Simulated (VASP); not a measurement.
Set up this calculation in VASP 6.6.1, as the native input.

```
Task                   : single point
Functional             : PBEsol
Potentials or basis    : VASP PAW PBE potentials, release 64 (Pb_d, O)
Cutoff                 : 520 eV
k mesh                 : 9 × 9 × 9
Occupations            : fermi-dirac, width 0.05 eV
Spin                   : no spin polarisation
Dipole correction      : no
Further INCAR settings : ALGO = Normal; EDIFF = 1e-06; NBANDS = 20
```

The structure of PbO2 lies in POSCAR:

```
PbO2
1.0
    0.0000000000      2.5754969540      2.5754969540
    2.5754969540      0.0000000000      2.5754969540
    2.5754969540      2.5754969540      0.0000000000
Pb O
1 2
Direct
    0.0000000000      0.0000000000      0.0000000000
    0.7500000000      0.7500000000      0.7500000000
    0.2500000000      0.2500000000      0.2500000000
```

These files were run (other wordings do the same):

INCAR

```
SYSTEM = PbO2
PREC = Accurate
ENCUT = 520
EDIFF = 1E-6
ISMEAR = -1
SIGMA = 0.05
LREAL = .FALSE.
LASPH = .TRUE.
NELM = 100
ALGO = Normal
ISIF = 2
LWAVE = .FALSE.
LCHARG = .FALSE.
GGA = PS
NBANDS = 20
```

KPOINTS

```
regular mesh
0
G
  9 9 9
  0 0 0
```

Potentials or basis: VASP PAW PBE potentials, release 64 (Pb_d, O).

Run with:

```bash
$ cat potpaw_PBE.64/Pb_d/POTCAR potpaw_PBE.64/O/POTCAR > POTCAR
$ mpirun -np 1 vasp_std > vasp.out
```

Results of the run:

```
Pressure               : 20.5 GPa
Band gap on the k mesh : zero (bands 13 and 14 overlap by 1.50 eV)
```

Caveat: the cell stands under pressure; the PAW data sets were made with another functional, which shifts forces and pressure a little; spin-orbit coupling is left out, which moves the levels of the heavy elements.

It took 16 s on 1 thread of Intel(R) Xeon(R) 6975P-C (Granite Rapids) (shared host), peak memory 0.16 GiB.
